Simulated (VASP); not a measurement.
# Ta2N in VASP: notebook

Ta2N is run at these levels: PBE, HSE06, revPBE; tasks: single point.

Everything below comes from runs of VASP 6.6.1. Logs are shortened: lines on timing, memory, paths and dates and some standing lists are left out, and cuts for length are marked.

### 1 The cell of the first run

The typed cell holds 3 atoms: a = 3.113 Å, b = 3.113 Å, c = 4.870 Å, α = 90.00°, β = 90.00°, γ = 120.00°.

### 2 Single point, PBE (atoms moved at random)

Contents of INCAR:

```
PREC = Accurate
ENCUT = 520
EDIFF = 1E-7
ISMEAR = -1
SIGMA = 0.05
LREAL = False
LASPH = True
NELM = 60
ALGO = Normal
ISIF = 2
LWAVE = False
LCHARG = True
GGA = PE
LELF = True
LVHAR = True
NBANDS = 20
```

Contents of KPOINTS:

```
regular mesh
0
Gamma
  10 10 6
```

Contents of POSCAR:

```
Ta2N
1.0
    3.1128615060      0.0000000000      0.0000000000
   -1.5564307530      2.6958171426      0.0000000000
    0.0000000000      0.0000000000      4.8698410000
Ta N
2 1
Direct
    0.3246030000      0.6534240000      0.2512930000
    0.6906880000      0.3422290000      0.7432110000
   -0.0016550000      0.0058830000      0.0039570000
```

Potentials or basis: VASP PAW PBE potentials, release 64 (Ta_pv, N).

The run is started by

```sh
$ cat potpaw_PBE.64/Ta_pv/POTCAR potpaw_PBE.64/N/POTCAR > POTCAR
$ mpirun -np 1 vasp_std > vasp.out
```

OUTCAR:

```text
PREC = Accurate
   ENCUT = 520
   EDIFF = 1E-7
   ISMEAR = -1
   LREAL = False
   LASPH = True
   NELM = 60
   ISIF = 2
   GGA = PE

 ion  position               nearest neighbor table
   1  0.325  0.653  0.251-   3 2.12   3 2.18   3 2.19   2 2.94   2 3.01   2 3.01   2 3.03   2 3.08
                             2 3.09
   2  0.691  0.342  0.743-   3 2.15   3 2.20   3 2.26   1 2.94   1 3.01   1 3.01   1 3.03   1 3.08
                             1 3.09
   3  0.998  0.006  0.004-   1 2.12   2 2.15   1 2.18   1 2.19   2 2.20   2 2.26

  LATTYP: Found a hexagonal cell.
 ALAT       =     3.1128615060
 C/A-ratio  =     1.5644258476

  Lattice vectors:

 A1 = (   3.1128615060,   0.0000000000,   0.0000000000)
 A2 = (  -1.5564307530,   2.6958171426,   0.0000000000)
 A3 = (   0.0000000000,   0.0000000000,   4.8698410000)

Analysis of symmetry for initial positions (statically):
=====================================================================
 Subroutine PRICEL returns:
 Original cell was already a primitive cell.

 Routine SETGRP: Setting up the symmetry group for a
 hexagonal supercell.

 Subroutine GETGRP returns: Found  1 space group operations
 (whereof  1 operations were pure point group operations)
 out of a pool of 24 trial point group operations.

The static configuration has the point symmetry C_1 .

Analysis of symmetry for dynamics (positions and initial velocities):
=====================================================================
 Subroutine PRICEL returns:
 Original cell was already a primitive cell.

 Routine SETGRP: Setting up the symmetry group for a
 hexagonal supercell.

 Subroutine GETGRP returns: Found  1 space group operations
 (whereof  1 operations were pure point group operations)
 out of a pool of 24 trial point group operations.

The dynamic configuration has the point symmetry C_1 .

 Subroutine INISYM returns: Found  1 space group operations
 (whereof  1 operations are pure point group operations),
 and found     1 'primitive' translations

----------------------------------------------------------------------------------------

                                     Primitive cell

  volume of cell :      40.8663

  direct lattice vectors                    reciprocal lattice vectors
     3.112861506  0.000000000  0.000000000     0.321247829  0.185472520  0.000000000
    -1.556430753  2.695817143  0.000000000     0.000000000  0.370945041  0.000000000
     0.000000000  0.000000000  4.869841000     0.000000000  0.000000000  0.205345513

  length of vectors
     3.112861506  3.112861506  4.869841000     0.370945041  0.370945041  0.205345513

  position of ions in fractional coordinates (direct lattice)
     0.324603000  0.653424000  0.251293000
     0.690688000  0.342229000  0.743211000
     0.998345000  0.005883000  0.003957000

  ion indices of the primitive-cell ions
   primitive index   ion index
                 1           1
                 2           2
                 3           3

----------------------------------------------------------------------------------------

 KPOINTS: regular mesh

Automatic generation of k-mesh.
 Grid dimensions read from file:
 generate k-points for:   10   10    6

 Generating k-lattice:

  Cartesian coordinates                     Fractional coordinates (reciprocal lattice)
     0.032124783  0.018547252  0.000000000     0.100000000  0.000000000  0.000000000
     0.000000000  0.037094504  0.000000000     0.000000000  0.100000000  0.000000000
     0.000000000  0.000000000  0.034224252     0.000000000  0.000000000  0.166666667

  Length of vectors
     0.037094504  0.037094504  0.034224252

  Shift w.r.t. Gamma in fractional coordinates (k-lattice)
     0.000000000  0.000000000  0.000000000

 Subroutine IBZKPT returns following result:
 ===========================================

 Found    304 irreducible k-points:

 Following reciprocal coordinates:
            Coordinates               Weight
  0.000000  0.000000  0.000000      1.000000
  0.100000 -0.000000  0.000000      2.000000
  0.000000  0.100000  0.000000      2.000000
 -0.100000  0.100000  0.000000      2.000000
  0.200000 -0.000000  0.000000      2.000000
  0.000000  0.200000  0.000000      2.000000
[... 16 lines left out ...]
 -0.200000  0.300000  0.000000      2.000000
  0.100000  0.200000  0.000000      2.000000
 [... further k-points ...]
   k-points           NKPTS =    304   k-points in BZ     NKDIM =    304   number of bands    NBANDS=     20
   number of dos      NEDOS =    301   number of ions     NIONS =      3
   total plane-waves  NPLWV =  20736
   dimension x,y,z NGX =    24 NGY =   24 NGZ =   36
   dimension x,y,z NGXF=    48 NGYF=   48 NGZF=   72
   ions per type =               2   1
   NGX,Y,Z   is equivalent  to a cutoff of  12.82, 12.82, 12.29 a.u.
   NGXF,Y,Z  is equivalent  to a cutoff of  25.63, 25.63, 24.58 a.u.
 SYSTEM =  unknown system
   PREC   = accura    normal or accurate (medium, high low for compatibility)
   ISTART =      0    job   : 0-new  1-cont  2-samecut
   ICHARG =      2    charge: 1-file 2-atom 10-const
   ISPIN  =      1    spin polarized calculation?
   LNONCOLLINEAR =      F non collinear calculations
   LSORBIT =      F    spin-orbit coupling
   LASPH  =      T    aspherical Exc in radial PAW
   ENCUT  =  520.0 eV  38.22 Ry    6.18 a.u.   5.79  5.79  9.05*2*pi/ulx,y,z
   NELM   =     60;   NELMIN=  2; NELMDL= -5     # of ELM steps
   EDIFF  = 0.1E-06   stopping-criterion for ELM
   LREAL  =      F    real-space projection
   EDIFFG = 0.1E-05   stopping-criterion for IOM
   NSW    =      0    number of steps for IOM
   IBRION =     -1    ionic relax: 0-MD 1-quasi-New 2-CG
   NFREE  =      0    steps in history (QN), initial steepest desc. (CG)
   ISIF   =      2    stress and relaxation
   ISYM   =      2    0-nonsym 1-usesym 2-fastsym
   POTIM  = 0.5000    time-step for ionic-motion
   TEBEG  =    0.0;   TEEND  =   0.0 temperature during run
   PSTRESS=    0.0 pullay stress
   NELECT =      27.0000    total number of electrons
   NUPDOWN=      -1.0000    fix difference up-down
   EMIN   =  10.00;   EMAX   =-10.00  energy-range for DOS
   EFERMI =   0.00;   METHOD = LEGACY
   ISMEAR =    -1;   SIGMA  =   0.05  broadening in eV -4-tet -1-fermi 0-gaus
   EFERMI_NEDOS =   21; number of points for ismear=-14 and -15
   IALGO  =     38    algorithm
   IMIX   =      4    mixing-type and parameters
     AMIX     =   0.40;   BMIX     =  1.00
     AMIX_MAG =   1.60;   BMIX_MAG =  1.00
  volume/ion in A,a.u.               =      13.62        91.93
  Fermi-wavevector in a.u.,A,eV,Ry     =   1.425852  2.694469 27.661374  2.033054
  Thomas-Fermi vector in A             =   2.546192
   LORBIT       =      0    0 simple, 1 ext, 2 COOP (PROOUT), +10 PAW based schemes
   GGA     = PE    functional components
   LHFCALC =     F    Hartree Fock is set to
   AEXX    =    0.0000 exact exchange contribution
   IVDW    =     0    specifies the selected vdW correction
   LEPSILON=     F    determine dielectric tensor
   LRPA    =     F    only Hartree local field effects (RPA)
 non-spin polarized calculation
  energy-cutoff  :      520.00
  volume of cell :       40.87
 maximum number of plane-waves:      1114
   NGX = 11   NGY = 11   NGZ = 19

 number of electron      27.0000001 magnetization

 Free energy of the ion-electron system (eV)
  ---------------------------------------------------
  ext. energy  EPLUGINS =         0.00000000
  ---------------------------------------------------
  free energy    TOTEN  =       -34.35182328 eV

  energy without entropy =      -34.34104723  energy(sigma->0) =      -34.34643526

 E-fermi :   7.4725     XC(G=0): -12.8436

 val. band max:        7.4674674659   @ k =   0.1000  -0.0000   0.1667
 cond. band min:       7.4784138129   @ k =   0.3000  -0.3000   0.1667
 fundamental gap:      0.0109463470
 Fermi energy:         7.4725007986

 k-point     1 :       0.0000    0.0000    0.0000
  band No.  band energies     occupation
      1     -28.2246      2.00000
      2     -27.5204      2.00000
      3     -27.4992      2.00000
      4     -27.4042      2.00000
      5     -27.3652      2.00000
      6     -27.2627      2.00000
[... 12 lines left out ...]
     19       8.9005      0.00000
     20      12.3529      0.00000

 k-point     2 :       0.1000   -0.0000    0.0000
  band No.  band energies     occupation
      1     -28.1938      2.00000
      2     -27.5765      2.00000
      3     -27.5230      2.00000
      4     -27.4257      2.00000
      5     -27.4052      2.00000
      6     -27.2762      2.00000
[... 12 lines left out ...]
     19       9.3283      0.00000
     20      12.2714      0.00000

 k-point     3 :       0.0000    0.1000    0.0000
  band No.  band energies     occupation
      1     -28.1965      2.00000
      2     -27.5656      2.00000
      3     -27.5338      2.00000
      4     -27.4564      2.00000
      5     -27.3757      2.00000
      6     -27.2728      2.00000
[... 12 lines left out ...]
     19       9.6237      0.00000
     20      12.4005      0.00000

 k-point     4 :      -0.1000    0.1000    0.0000
  band No.  band energies     occupation
      1     -28.1959      2.00000
      2     -27.5676      2.00000
      3     -27.5310      2.00000
      4     -27.4536      2.00000
      5     -27.3790      2.00000
      6     -27.2736      2.00000
[... 12 lines left out ...]
     19       9.6327      0.00000
     20      12.3750      0.00000

 k-point     5 :       0.2000   -0.0000    0.0000
  band No.  band energies     occupation
      1     -28.1074      2.00000
      2     -27.7233      2.00000
      3     -27.5821      2.00000
      4     -27.5700      2.00000
      5     -27.4176      2.00000
      6     -27.3184      2.00000
[... 12 lines left out ...]
     19      10.8932      0.00000
     20      11.8774      0.00000

 k-point     6 :       0.0000    0.2000    0.0000
  band No.  band energies     occupation
      1     -28.1189      2.00000
      2     -27.7222      2.00000
      3     -27.5964      2.00000
      4     -27.5826      2.00000
      5     -27.3960      2.00000
      6     -27.3041      2.00000
[... 12 lines left out ...]
     19      11.1206      0.00000
     20      12.1090      0.00000

 k-point     7 :      -0.2000    0.2000    0.0000
  band No.  band energies     occupation
      1     -28.1162      2.00000
      2     -27.7206      2.00000
      3     -27.5932      2.00000
      4     -27.5824      2.00000
      5     -27.3996      2.00000
      6     -27.3074      2.00000
[... 12 lines left out ...]
     19      11.1210      0.00000
     20      12.0441      0.00000
[... 277 lines left out ...]
 k-point    20 :       0.2000    0.1000    0.0000
  band No.  band energies     occupation
      1     -28.0346      2.00000
      2     -27.8146      2.00000
      3     -27.7310      2.00000
      4     -27.5810      2.00000
      5     -27.4546      2.00000
      6     -27.3559      2.00000
[... 12 lines left out ...]
     19      11.5666      0.00000
     20      12.0546      0.00000

 k-point    21 :      -0.1000    0.3000    0.0000
  band No.  band energies     occupation
      1     -28.0535      2.00000
      2     -27.8195      2.00000
      3     -27.7415      2.00000
      4     -27.5929      2.00000
      5     -27.4327      2.00000
      6     -27.3332      2.00000
[... 12 lines left out ...]
     19      11.9492      0.00000
     20      12.2539      0.00000

 k-point    22 :      -0.3000    0.2000    0.0000
  band No.  band energies     occupation
      1     -28.0393      2.00000
      2     -27.8121      2.00000
      3     -27.7364      2.00000
      4     -27.5856      2.00000
      5     -27.4483      2.00000
      6     -27.3499      2.00000
[... 12 lines left out ...]
     19      11.6978      0.00000
     20      11.9753      0.00000

 k-point    23 :      -0.2000    0.3000    0.0000
  band No.  band energies     occupation
      1     -28.0513      2.00000
      2     -27.8172      2.00000
      3     -27.7419      2.00000
      4     -27.5919      2.00000
      5     -27.4345      2.00000
      6     -27.3359      2.00000
[... 12 lines left out ...]
     19      11.9693      0.00000
     20      12.1992      0.00000

 k-point    24 :       0.1000    0.2000    0.0000
  band No.  band energies     occupation
      1     -28.0445      2.00000
      2     -27.8183      2.00000
      3     -27.7349      2.00000
      4     -27.5875      2.00000
      5     -27.4437      2.00000
      6     -27.3438      2.00000
[... 12 lines left out ...]
     19      11.6364      0.00000
     20      12.1458      0.00000

 [... further k-points ...]

------------------------ aborting loop because EDIFF is reached ----------------------------------------

  FORCE on cell =-STRESS in cart. coord.  units (eV):
  Direction    XX          YY          ZZ          XY          YZ          ZX
  --------------------------------------------------------------------------------------
  -------------------------------------------------------------------------------------
  Total       -0.1218205     -0.0665676      0.0826330      0.0280447      0.2985018      0.2497597
  in kB       -4.7760174     -2.6098072      3.2396592      1.0995031     11.7028745      9.7919235
  external PRESSURE =      -1.3820551 kB  Pullay stress =       0.0000000 kB

 VOLUME and BASIS-vectors are now :
 -----------------------------------------------------------------------------
  energy-cutoff  :      520.00
  volume of cell :       40.87
      direct lattice vectors                 reciprocal lattice vectors
     3.112861506  0.000000000  0.000000000     0.321247829  0.185472520  0.000000000
    -1.556430753  2.695817143  0.000000000     0.000000000  0.370945041  0.000000000
     0.000000000  0.000000000  4.869841000     0.000000000  0.000000000  0.205345513

 POSITION                                       TOTAL-FORCE (eV/Angst)
 -----------------------------------------------------------------------------------
     -0.00657      1.76151      1.22376        -0.053349      0.369797      0.372316
      1.61736      0.92259      3.61932        -0.439149      0.008477      0.096368
      3.09855      0.01586      0.01927         0.492498     -0.378274     -0.468685
 -----------------------------------------------------------------------------------
    total drift:                               -0.000030      0.000183     -0.000101

  FREE ENERGIE OF THE ION-ELECTRON SYSTEM (eV)
  ---------------------------------------------------
  free  energy   TOTEN  =       -34.3518232849 eV

  energy  without entropy=      -34.3410472254  energy(sigma->0) =      -34.34643526
```

Run time: 3.2 min. Hardware: 1 thread of Intel Xeon 8259CL, shared host; peak memory 0.33 GiB.

Results:

| Property | Result |
| --- | --- |
| Free energy | -34.3518 eV |
| Pressure | -0.1 GPa |
| Largest force | 0.778 eV/Å |
| Band gap on the k mesh | zero (an odd number of electrons rules out a gap without spin polarisation) |

Forces on the atoms (eV/Å):
```
Ta  -0.053  0.370  0.372
Ta  -0.439  0.008  0.096
N    0.492 -0.378 -0.469
```

Caveat: the cell differs from its parent crystal (atoms moved at random); spin-orbit coupling is left out, which moves the levels of the heavy elements.

(Part 1 of 2 ends here.)
